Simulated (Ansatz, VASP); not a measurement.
**Two plane-wave programs on Au**

Contents of INCAR:

```
SYSTEM = Au
  ALGO = Normal
  EDIFF = 1E-7
  ENCUT = 520
  GGA = PE
  ISIF = 2
  ISMEAR = 0
  LASPH = .True.
  LCHARG = .False.
  LREAL = .False.
  LWAVE = .False.
  NBANDS = 12
  NELM = 100
  PREC = Accurate
  SIGMA = 0.15
```

KPOINTS

```
k-points
0
Gamma
  20 20 20
  0 0 0
```

Contents of POSCAR:

```
Au
1.0
    0.0000000000      2.0761825000      2.0148175000
    2.0761825000      0.0000000000      2.0148175000
    2.0761825000      2.0761825000      0.0000000000
Au
1
Direct
    0.0000000000      0.0000000000      0.0000000000
```

Input for Ansatz:

```yaml
crystal:
  lattice:
    - [0.0, 2.0761825, 2.0148175]
    - [2.0761825, 0.0, 2.0148175]
    - [2.0761825, 2.0761825, 0.0]
  atoms:
    - { symbol: Au, position: [0.0, 0.0, 0.0] }
basis:
  ecutwfc: 420
kpoints:
  mp_grid: { grid: [20, 20, 20] }
hamiltonian:
  xc: pbe
scf:
  occupations: { method: gaussian, width: 0.15 }
output:
  forces: true
  stress: true
  eigenvalues: true
```

Change from the starting cell: strain +0.015 along x and y, -0.015 along z, atoms carried along.

Alike in both runs: task single point; functional PBE; k mesh 20 × 20 × 20; occupations gaussian, width 0.15 eV; no spin polarisation.

|  | VASP | Ansatz |
| --- | --- | --- |
| version | VASP 6.6.1 | Ansatz 0.2.0 |
| potentials or method | VASP PAW PBE potentials, release 64 (Au), cutoff 520 eV | scalar-relativistic, plane waves, PAW |
| valence electrons in the cell | 11 | 19 |

VASP gave:

| Quantity | Value |
| --- | --- |
| gap on the k mesh at the Fermi level (eV) | none |
| pressure (GPa) | 5.1 |
| traceless stress, the component that is largest in VASP (GPa) | 0.56 |

Task: Estimate Ansatz's values.

Result: gap on the k mesh at the Fermi level (eV): none; pressure (GPa): 5.3; traceless stress, the component that is largest in VASP (GPa): 0.56.

A gap of «none» marks a metal or a gap that the smearing closes. The functional is the same, so the differences come from potentials, cutoffs and numerics. VASP's potentials hold 11 valence electrons a cell and Ansatz's 19, so a difference there can come from the potentials and not from the codes.

Spin-orbit coupling is off throughout.
